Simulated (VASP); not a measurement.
ErAgC:

```xyz
3
Lattice="3.9635 0.0000 0.0000 -1.9818 3.4325 0.0000 0.0000 0.0000 4.2387" Properties=species:S:1:pos:R:3 pbc="T T T"
Er    0.0000    0.0000    0.0000
Ag    1.9818    1.1442    2.1193
C     0.0000    2.2883    0.0000
```

The cell was built from a structure type or drawn by symmetry, and may not be a known phase.

```yaml
Program: VASP 6.6.1
Task: relaxation of cell and atoms
Functional: PBE
Potentials_or_basis: VASP PAW PBE potentials, release 64 (Er_3, Ag, C), 4f in core
Cutoff: 600 eV
k_mesh: 12 × 12 × 12
Occupations: gaussian, width 0.1 eV
Spin: no spin polarisation
```

At the start: pressure 1.1 GPa; volume 19.22 Å³/atom.

Where does the relaxation end?

Over 9 steps the energy falls by 4.4 meV/atom and the volume is 19.11 Å³/atom (-0.6 %); space group P-6m2 (No. 187, to 0.1 Å) before and after.

The path:
```tsv
step	energy change (eV)	largest force (eV/Å)	pressure (GPa)	volume (Å³)
1	0.0000	0.0000	1.09	57.67
2	-0.0063	0.0000	-0.81	58.76
3	-0.0066	0.0000	-0.49	58.58
4	-0.0091	0.0000	-0.38	58.28
5	-0.0127	0.0000	-0.04	57.55
6	-0.0131	0.0000	0.12	57.24
7	-0.0131	0.0000	0.10	57.27
8	-0.0131	0.0000	-0.13	57.39
9	-0.0131	0.0000	-0.01	57.32
```

Final structure:
```xyz
3
Lattice="4.0209 0.0000 0.0000 -2.0105 3.4822 0.0000 0.0000 0.0000 4.0941" Properties=species:S:1:pos:R:3 pbc="T T T"
Er    0.0000    0.0000    0.0000
Ag    2.0105    1.1607    2.0470
C     0.0000    2.3215    0.0000
```
